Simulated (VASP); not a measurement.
# InGaAs2 (P-4m2) in VASP: further runs

The runs below take InGaAs2 through single point, with PBEsol.

Program: VASP 6.6.1. These are calculated values, not measurements. Logs are shortened: lines on timing, memory, paths and dates and some standing lists are left out, and cuts for length are marked.

**1. The cell of the first run**

The structure is tetragonal, space group P-4m2 (No. 115). Conventional cell: a = 4.352 Å, b = 4.352 Å, c = 5.962 Å, α = 90.00°, β = 90.00°, γ = 90.00°. In (site symmetry -4m2) has 4 As at 2.70 Å within 3.6 Å. Within 3.4 Å of Ga (site symmetry -4m2) lie 4 As at 2.58 Å. Within 3.4 Å of As (site symmetry 2mm) lie 2 Ga at 2.58 Å and 2 In at 2.70 Å.

**2. Single point, PBEsol (strain +0.0300 x Voigt [1, 1, 0, 0, 0, 0])**

File INCAR:

```
SYSTEM = InGaAs2
PREC = Accurate
ENCUT = 520
EDIFF = 1E-7
ISMEAR = 0
SIGMA = 0.15
LREAL = .FALSE.
LASPH = .TRUE.
NELM = 80
ALGO = Normal
ISIF = 2
LWAVE = .FALSE.
LCHARG = .TRUE.
GGA = PS
LELF = .TRUE.
LVHAR = .TRUE.
NBANDS = 26
```

File KPOINTS:

```
regular mesh
0
G
  12 12 8
  0 0 0
```

File POSCAR:

```
InGaAs2
1.0
    4.3517512374      0.0000000000      0.0000000000
    0.0000000000      4.3517512374      0.0000000000
    0.0000000000      0.0000000000      5.9621480000
In Ga As
1 1 2
Direct
    0.0000000000      0.0000000000      0.5000000000
    0.5000000000      0.5000000000      0.0000000000
    0.5000000000      0.0000000000      0.7684750000
    0.0000000000      0.5000000000      0.2315250000
```

Potentials or basis: VASP PAW PBE potentials, release 64 (In_d, Ga_d, As).

Launch:

```
$ cat potpaw_PBE.64/In_d/POTCAR potpaw_PBE.64/Ga_d/POTCAR potpaw_PBE.64/As/POTCAR > POTCAR
$ mpirun -np 1 vasp_std > vasp.out
```

OUTCAR:

```text
SYSTEM = InGaAs2
   PREC = Accurate
   ENCUT = 520
   EDIFF = 1E-7
   ISMEAR = 0
   LREAL = .FALSE.
   LASPH = .TRUE.
   NELM = 80
   ISIF = 2
   GGA = PS

 ion  position               nearest neighbor table
   1  0.000  0.000  0.500-   3 2.70   4 2.70   4 2.70   3 2.70
   2  0.500  0.500  0.000-   3 2.58   4 2.58   3 2.58   4 2.58
   3  0.500  0.000  0.768-   2 2.58   2 2.58   1 2.70   1 2.70
   4  0.000  0.500  0.232-   2 2.58   2 2.58   1 2.70   1 2.70

  LATTYP: Found a simple tetragonal cell.
 ALAT       =     4.3517512374
 C/A-ratio  =     1.3700571735

  Lattice vectors:

 A1 = (   4.3517512374,   0.0000000000,   0.0000000000)
 A2 = (   0.0000000000,   4.3517512374,   0.0000000000)
 A3 = (   0.0000000000,   0.0000000000,   5.9621480000)

Analysis of symmetry for initial positions (statically):
=====================================================================
 Subroutine PRICEL returns:
 Original cell was already a primitive cell.

 Routine SETGRP: Setting up the symmetry group for a
 simple tetragonal supercell.

 Subroutine GETGRP returns: Found  8 space group operations
 (whereof  8 operations were pure point group operations)
 out of a pool of 16 trial point group operations.

The static configuration has the point symmetry D_2d.

Analysis of symmetry for dynamics (positions and initial velocities):
=====================================================================
 Subroutine PRICEL returns:
 Original cell was already a primitive cell.

 Routine SETGRP: Setting up the symmetry group for a
 simple tetragonal supercell.

 Subroutine GETGRP returns: Found  8 space group operations
 (whereof  8 operations were pure point group operations)
 out of a pool of 16 trial point group operations.

The dynamic configuration has the point symmetry D_2d.

 Subroutine INISYM returns: Found  8 space group operations
 (whereof  8 operations are pure point group operations),
 and found     1 'primitive' translations

----------------------------------------------------------------------------------------

                                     Primitive cell

  volume of cell :     112.9096

  direct lattice vectors                    reciprocal lattice vectors
     4.351751237  0.000000000  0.000000000     0.229792547  0.000000000  0.000000000
     0.000000000  4.351751237  0.000000000     0.000000000  0.229792547  0.000000000
     0.000000000  0.000000000  5.962148000     0.000000000  0.000000000  0.167724786

  length of vectors
     4.351751237  4.351751237  5.962148000     0.229792547  0.229792547  0.167724786

  position of ions in fractional coordinates (direct lattice)
     0.000000000  0.000000000  0.500000000
     0.500000000  0.500000000  0.000000000
     0.500000000  0.000000000  0.768475000
     0.000000000  0.500000000  0.231525000

  ion indices of the primitive-cell ions
   primitive index   ion index
                 1           1
                 2           2
                 3           3
                 4           4

----------------------------------------------------------------------------------------

 KPOINTS: regular mesh

Automatic generation of k-mesh.
 Grid dimensions read from file:
 generate k-points for:   12   12    8

 Generating k-lattice:

  Cartesian coordinates                     Fractional coordinates (reciprocal lattice)
     0.019149379  0.000000000  0.000000000     0.083333333  0.000000000  0.000000000
     0.000000000  0.019149379  0.000000000     0.000000000  0.083333333  0.000000000
     0.000000000  0.000000000  0.020965598     0.000000000  0.000000000  0.125000000

  Length of vectors
     0.019149379  0.019149379  0.020965598

  Shift w.r.t. Gamma in fractional coordinates (k-lattice)
     0.000000000  0.000000000  0.000000000

 Subroutine IBZKPT returns following result:
 ===========================================

 Found    140 irreducible k-points:

 Following reciprocal coordinates:
            Coordinates               Weight
  0.000000  0.000000  0.000000      1.000000
  0.083333  0.000000  0.000000      4.000000
  0.166667  0.000000  0.000000      4.000000
  0.250000  0.000000  0.000000      4.000000
  0.333333  0.000000  0.000000      4.000000
  0.416667  0.000000  0.000000      4.000000
[... 16 lines left out ...]
  0.333333  0.333333  0.000000      4.000000
  0.416667  0.333333  0.000000      8.000000
 [... further k-points ...]
   k-points           NKPTS =    140   k-points in BZ     NKDIM =    140   number of bands    NBANDS=     26
   number of dos      NEDOS =    301   number of ions     NIONS =      4
   total plane-waves  NPLWV =  49152
   dimension x,y,z NGX =    32 NGY =   32 NGZ =   48
   dimension x,y,z NGXF=    64 NGYF=   64 NGZF=   96
   ions per type =               1   1   2
   NGX,Y,Z   is equivalent  to a cutoff of  12.22, 12.22, 13.38 a.u.
   NGXF,Y,Z  is equivalent  to a cutoff of  24.45, 24.45, 26.77 a.u.
 SYSTEM =  InGaAs2
   PREC   = accura    normal or accurate (medium, high low for compatibility)
   ISTART =      0    job   : 0-new  1-cont  2-samecut
   ICHARG =      2    charge: 1-file 2-atom 10-const
   ISPIN  =      1    spin polarized calculation?
   LNONCOLLINEAR =      F non collinear calculations
   LSORBIT =      F    spin-orbit coupling
   LASPH  =      T    aspherical Exc in radial PAW
   ENCUT  =  520.0 eV  38.22 Ry    6.18 a.u.   8.09  8.09 11.09*2*pi/ulx,y,z
   NELM   =     80;   NELMIN=  2; NELMDL= -5     # of ELM steps
   EDIFF  = 0.1E-06   stopping-criterion for ELM
   LREAL  =      F    real-space projection
   EDIFFG = 0.1E-05   stopping-criterion for IOM
   NSW    =      0    number of steps for IOM
   IBRION =     -1    ionic relax: 0-MD 1-quasi-New 2-CG
   NFREE  =      0    steps in history (QN), initial steepest desc. (CG)
   ISIF   =      2    stress and relaxation
   ISYM   =      2    0-nonsym 1-usesym 2-fastsym
   POTIM  = 0.5000    time-step for ionic-motion
   TEBEG  =    0.0;   TEEND  =   0.0 temperature during run
   PSTRESS=    0.0 pullay stress
   NELECT =      36.0000    total number of electrons
   NUPDOWN=      -1.0000    fix difference up-down
   EMIN   =  10.00;   EMAX   =-10.00  energy-range for DOS
   EFERMI =   0.00;   METHOD = LEGACY
   ISMEAR =     0;   SIGMA  =   0.15  broadening in eV -4-tet -1-fermi 0-gaus
   EFERMI_NEDOS =   21; number of points for ismear=-14 and -15
   IALGO  =     38    algorithm
   IMIX   =      4    mixing-type and parameters
     AMIX     =   0.40;   BMIX     =  1.00
     AMIX_MAG =   1.60;   BMIX_MAG =  1.00
  volume/ion in A,a.u.               =      28.23       190.49
  Fermi-wavevector in a.u.,A,eV,Ry     =   1.118404  2.113477 17.018541  1.250827
  Thomas-Fermi vector in A             =   2.255035
   LORBIT       =      0    0 simple, 1 ext, 2 COOP (PROOUT), +10 PAW based schemes
   GGA     = PS    functional components
   LHFCALC =     F    Hartree Fock is set to
   AEXX    =    0.0000 exact exchange contribution
   IVDW    =     0    specifies the selected vdW correction
   LEPSILON=     F    determine dielectric tensor
   LRPA    =     F    only Hartree local field effects (RPA)
 non-spin polarized calculation
 Gauss-broadening in eV      SIGMA  =   0.15
  energy-cutoff  :      520.00
  volume of cell :      112.91
 maximum number of plane-waves:      3080
   NGX = 17   NGY = 17   NGZ = 23

 number of electron      36.0000011 magnetization

 Free energy of the ion-electron system (eV)
  ---------------------------------------------------
  ext. energy  EPLUGINS =         0.00000000
  ---------------------------------------------------
  free energy    TOTEN  =       -17.29329427 eV

  energy without entropy =      -17.29285414  energy(sigma->0) =      -17.29307420

 E-fermi :   3.1797     XC(G=0):  -9.0083

 val. band max:        3.0575047122   @ k =   0.0000   0.0000   0.0000
 cond. band min:       3.3998368715   @ k =   0.5000   0.0000   0.5000
 fundamental gap:      0.3423321593
 Fermi energy:         3.1797051376

 k-point     1 :       0.0000    0.0000    0.0000
  band No.  band energies     occupation
      1     -11.6147      2.00000
      2     -11.5794      2.00000
      3     -11.5794      2.00000
      4     -11.5588      2.00000
      5     -11.5226      2.00000
      6     -11.1331      2.00000
[... 18 lines left out ...]
     25       9.9714      0.00000
     26      11.7682      0.00000

 k-point     2 :       0.0833    0.0000    0.0000
  band No.  band energies     occupation
      1     -11.6140      2.00000
      2     -11.5805      2.00000
      3     -11.5793      2.00000
      4     -11.5583      2.00000
      5     -11.5228      2.00000
      6     -11.1310      2.00000
[... 18 lines left out ...]
     25      10.2557      0.00000
     26      11.3370      0.00000

 k-point     3 :       0.1667    0.0000    0.0000
  band No.  band energies     occupation
      1     -11.6123      2.00000
      2     -11.5831      2.00000
      3     -11.5791      2.00000
      4     -11.5570      2.00000
      5     -11.5236      2.00000
      6     -11.1257      2.00000
[... 18 lines left out ...]
     25      10.6050      0.00000
     26      10.8117      0.00000

 k-point     4 :       0.2500    0.0000    0.0000
  band No.  band energies     occupation
      1     -11.6105      2.00000
      2     -11.5862      2.00000
      3     -11.5787      2.00000
      4     -11.5552      2.00000
      5     -11.5247      2.00000
      6     -11.1193      2.00000
[... 18 lines left out ...]
     25      10.0553      0.00000
     26      10.1648      0.00000

 k-point     5 :       0.3333    0.0000    0.0000
  band No.  band energies     occupation
      1     -11.6096      2.00000
      2     -11.5886      2.00000
      3     -11.5783      2.00000
      4     -11.5533      2.00000
      5     -11.5257      2.00000
      6     -11.1148      2.00000
[... 18 lines left out ...]
     25       9.5238      0.00000
     26       9.6018      0.00000

 k-point     6 :       0.4167    0.0000    0.0000
  band No.  band energies     occupation
      1     -11.6097      2.00000
      2     -11.5896      2.00000
      3     -11.5781      2.00000
      4     -11.5518      2.00000
      5     -11.5265      2.00000
      6     -11.1137      2.00000
[... 427 lines left out ...]
 k-point    21 :       0.4167    0.2500    0.0000
  band No.  band energies     occupation
      1     -11.6108      2.00000
      2     -11.6024      2.00000
      3     -11.5653      2.00000
      4     -11.5512      2.00000
      5     -11.5292      2.00000
      6     -11.1065      2.00000
[... 18 lines left out ...]
     25      10.1884      0.00000
     26      10.4438      0.00000

 k-point    22 :       0.5000    0.2500    0.0000
  band No.  band energies     occupation
      1     -11.6114      2.00000
      2     -11.6029      2.00000
      3     -11.5646      2.00000
      4     -11.5507      2.00000
      5     -11.5295      2.00000
      6     -11.1074      2.00000
[... 18 lines left out ...]
     25      10.7222      0.00000
     26      10.8040      0.00000

 k-point    23 :       0.3333    0.3333    0.0000
  band No.  band energies     occupation
      1     -11.6103      2.00000
      2     -11.6050      2.00000
      3     -11.5629      2.00000
      4     -11.5516      2.00000
      5     -11.5296      2.00000
      6     -11.1032      2.00000
[... 18 lines left out ...]
     25      10.0546      0.00000
     26      10.4298      0.00000

 k-point    24 :       0.4167    0.3333    0.0000
  band No.  band energies     occupation
      1     -11.6115      2.00000
      2     -11.6075      2.00000
      3     -11.5601      2.00000
      4     -11.5508      2.00000
      5     -11.5306      2.00000
      6     -11.1033      2.00000
[... 18 lines left out ...]
     25      10.4161      0.00000
     26      10.9904      0.00000

 [... further k-points ...]

------------------------ aborting loop because EDIFF is reached ----------------------------------------

  FORCE on cell =-STRESS in cart. coord.  units (eV):
  Direction    XX          YY          ZZ          XY          YZ          ZX
  --------------------------------------------------------------------------------------
  -------------------------------------------------------------------------------------
  Total       -3.9212168     -3.9212168     -2.8355792      0.0000000      0.0000000     -0.0000000
  in kB      -55.6417215    -55.6417215    -40.2366199      0.0000000      0.0000000     -0.0000000
  external PRESSURE =     -50.5066877 kB  Pullay stress =       0.0000000 kB

 VOLUME and BASIS-vectors are now :
 -----------------------------------------------------------------------------
  energy-cutoff  :      520.00
  volume of cell :      112.91
      direct lattice vectors                 reciprocal lattice vectors
     4.351751237  0.000000000  0.000000000     0.229792547  0.000000000  0.000000000
     0.000000000  4.351751237  0.000000000     0.000000000  0.229792547  0.000000000
     0.000000000  0.000000000  5.962148000     0.000000000  0.000000000  0.167724786

 POSITION                                       TOTAL-FORCE (eV/Angst)
 -----------------------------------------------------------------------------------
      0.00000      0.00000      2.98107        -0.000000     -0.000000      0.000000
      2.17588      2.17588      0.00000        -0.000000      0.000000      0.000000
      2.17588      0.00000      4.58176         0.000000     -0.000000     -0.011084
      0.00000      2.17588      1.38039         0.000000     -0.000000      0.011084
 -----------------------------------------------------------------------------------
    total drift:                                0.000000     -0.000000     -0.000000

  FREE ENERGIE OF THE ION-ELECTRON SYSTEM (eV)
  ---------------------------------------------------
  free  energy   TOTEN  =       -17.2932942730 eV

  energy  without entropy=      -17.2928541352  energy(sigma->0) =      -17.29307420
```

Run time: 7.2 min. Hardware: 1 thread of Intel Xeon 8259CL, shared host; peak memory 0.53 GiB.

Results:

```yaml
Free_energy: -17.2933 eV
Pressure: -5.1 GPa
Largest_force: 0.011 eV/Å
Band_gap_on_the_k_mesh: 0.03 eV
```

Forces on the atoms (eV/Å):
```
In   0.000  0.000  0.000
Ga   0.000  0.000  0.000
As   0.000  0.000 -0.011
As   0.000  0.000  0.011
```

Stress tensor (GPa, compression positive):
```
-5.56  0.00  0.00
 0.00 -5.56  0.00
 0.00  0.00 -4.02
```

Caveat: the cell differs from its parent crystal (strain +0.0300 x Voigt [1, 1, 0, 0, 0, 0]); the cell stands under tension; the smearing spreads over this small gap; semilocal functionals underestimate gaps, and a narrow one can read as zero; the PAW data sets were made with another functional, which shifts forces and pressure a little; spin-orbit coupling is left out, which moves the levels of the heavy elements. A k mesh can miss the band edges.

(Continued in part 2 of 2.)

The gap in the log of VASP goes by the Fermi energy; the results here count the filled bands.